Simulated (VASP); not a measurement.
MgO2: single point with PBEsol

MgO2:

```
Mg O
1.0
    -1.60476   -2.77953    0.00000
     1.60476   -2.77953    0.00000
     0.00000    0.00000   10.48194
Mg O
3 6
Direct
  0.00000 0.00000 0.00000
  0.33333 0.33333 0.33333
  0.66667 0.66667 0.66667
  0.00000 0.00000 0.42879
  0.33333 0.33333 0.76212
  0.66667 0.66667 0.09545
  0.00000 0.00000 0.57121
  0.33333 0.33333 0.90455
  0.66667 0.66667 0.23788
```

| Item | Value |
| --- | --- |
| Program | VASP 6.6.1 |
| Task | single point |
| Functional | PBEsol |
| Potentials or basis | VASP PAW PBE potentials, release 64 (Mg, O) |
| Cutoff | 520 eV |
| k mesh | 10 × 10 × 3 |
| Occupations | gaussian, width 0.05 eV |
| Spin | no spin polarisation |
| Dipole correction | no |
| Further INCAR settings | ALGO = Normal; EDIFF = 1e-06; NBANDS = 31 |

| Item | Value |
| --- | --- |
| Pressure | -5.0 GPa |
| Largest force | 0.122 eV/Å |
| Band gap on the k mesh | 2.27 eV |

Forces on the atoms (eV/Å):
```
Mg   0.000  0.000  0.000
Mg   0.000  0.000  0.000
Mg   0.000  0.000  0.000
O    0.000  0.000  0.122
O    0.000  0.000  0.122
O    0.000  0.000  0.122
O    0.000  0.000 -0.122
O    0.000  0.000 -0.122
O    0.000  0.000 -0.122
```

Stress tensor (GPa, compression positive):
```
-4.43  0.00  0.00
 0.00 -4.43  0.00
 0.00  0.00 -6.13
```

Levels at points of the mesh, in eV from the valence-band top:
```
           k point  band 18  band 19  band 20  band 21  band 22  band 23  band 24  band 25
(0.00, 0.00, 0.00)    -0.18    -0.18    -0.18    -0.18     2.65     2.65     4.48     4.78
(0.50, 0.00, 0.00)    -1.63    -0.94    -0.94    -0.12     3.45     4.06     4.06     7.70
```

Wall time 74 s on 1 thread of Intel(R) Xeon(R) Platinum 8488C (Sapphire Rapids), with other jobs on the host, peak memory 0.24 GiB.

Caveat: the PAW data sets were made with another functional, which shifts forces and pressure a little. A hybrid or GW would open this gap; PBEsol tends to underestimate it.
